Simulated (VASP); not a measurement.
Set up this calculation in VASP 6.6.1, as the native input.

| Quantity | Value |
| --- | --- |
| Task | single point |
| Functional | LDA |
| Potentials or basis | VASP PAW LDA potentials, release 64 (Li_sv, F) |
| Cutoff | 520 eV |
| k mesh | 10 × 10 × 10 |
| Occupations | gaussian, width 0.05 eV |
| Spin | no spin polarisation |
| Dipole correction | no |
| Further INCAR settings | ALGO = Normal; EDIFF = 1e-06; NBANDS = 12 |

The structure of LiF lies in POSCAR:

```
LiF
1.0
    2.5595330000      0.0000000000      0.0000000000
    0.0000000000      2.5595330000      0.0000000000
    0.0000000000      0.0000000000      2.5595330000
Li F
1 1
Direct
   -0.0293022204      0.0000000000      0.0000000000
    0.5000000000      0.5000000000      0.5000000000
```

This cell differs from its parent crystal: all Li atoms moved +0.075 Å, as atom 1 towards its neighbour atom 1 (Li) at 2.560 Å.

One way to write it, as run:

INCAR

```
ALGO = Normal
EDIFF = 1E-6
ENCUT = 520
ISIF = 2
ISMEAR = 0
LASPH = T
LCHARG = F
LREAL = F
LWAVE = F
NBANDS = 12
NELM = 80
PREC = Accurate
SIGMA = 0.05
```

KPOINTS

```
k-points
0
Gamma
  10 10 10
```

Potentials or basis: VASP PAW LDA potentials, release 64 (Li_sv, F).

Run with:

```console
$ cat potpaw_LDA.64/Li_sv/POTCAR potpaw_LDA.64/F/POTCAR > POTCAR
$ mpirun -np 1 vasp_std > vasp.out
```

Results of the run:

* Largest force: 0.045 eV/Å
* Band gap on the k mesh: 7.30 eV, indirect (least direct gap 7.98 eV)

Caveat: the cell differs from its parent crystal (all Li atoms moved +0.075 Å, as atom 1 towards its neighbour atom 1 (Li) at 2.560 Å).

It took 9.9 s on 1 thread of AMD EPYC 9R14 (Zen 4), on a shared host, peak memory 0.1 GiB.
